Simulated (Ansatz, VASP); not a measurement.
Given: the input of a run of Ansatz 0.2.0 on CdS.

The input input.yaml:

```yaml
crystal:
  lattice:
    - [0.0, 2.753244, 2.753244]
    - [2.753244, 0.0, 2.753244]
    - [2.753244, 2.753244, 0.0]
  atoms:
    - { symbol: Cd, position: [0.0, 0.0, 0.0] }
    - { symbol: S, position: [0.5, 0.5, 0.5] }
hamiltonian:
  xc: revpbe
  pseudopotentials: { kind: paw }
  dispersion: d4
kpoints:
  mp_grid: { grid: [8, 8, 8] }
scf:
  occupations: { method: fermi_dirac, width: 0.05 }
output:
  forces: true
  stress: true
  eigenvalues: true
relax:
  f_tol: 0.01
  max_steps: 40
  cell: { stress_tol: 0.05 }
```

Potentials or basis: Ansatz PAW.

Launch:

```bash
$ ansatz run input.yaml --threads 2 --pin off --max-ram 5632MiB --backend cpu --events-out ev --progress --plain --runs-dir out
```

Translate it to VASP 6.6.1. Potentials there: VASP PAW PBE potentials, release 64 (Cd_sv_GW, S).

As run (the cutoff follows the program's own potentials):

Contents of INCAR:

```
PREC = Accurate
ENCUT = 540
EDIFF = 1E-7
ISMEAR = -1
SIGMA = 0.05
LREAL = False
LASPH = True
NELM = 120
ALGO = Normal
ISIF = 3
LWAVE = False
LCHARG = False
GGA = RE
IVDW = 13
IBRION = 2
NSW = 60
EDIFFG = -0.01
GGA_COMPAT = False
NELMIN = 4
```

KPOINTS

```
Automatic mesh
0
Gamma
  8 8 8
```

POSCAR

```
CdS
1.0
    0.0000000000      2.7532440000      2.7532440000
    2.7532440000      0.0000000000      2.7532440000
    2.7532440000      2.7532440000      0.0000000000
Cd S
1 1
Direct
    0.0000000000      0.0000000000      0.0000000000
    0.5000000000      0.5000000000      0.5000000000
```

Potentials or basis: VASP PAW PBE potentials, release 64 (Cd_sv_GW, S).

Command:

```console
$ cat potpaw_PBE.64/Cd_sv_GW/POTCAR potpaw_PBE.64/S/POTCAR > POTCAR
$ mpirun -np 1 vasp_std > vasp.out
```

Both were run:

|  | VASP | Ansatz | Ansatz less VASP |
| --- | --- | --- | --- |
| gap on the k mesh at the Fermi level, each at its own relaxed structure (eV) | 0.34 | 0.35 | +0.005 |
| relaxed volume (Å³/atom) | 19.53 | 19.77 | +0.239 |
| relaxed cell length with the largest relative difference (Å) | 3.808 | 3.824 | +0.0155 |

VASP's potentials were made for PBE, not for revPBE.

Noted on Ansatz's run: the plane-wave basis is chosen anew once the cell has moved, so the energies of steps on either side of that aren't comparable.
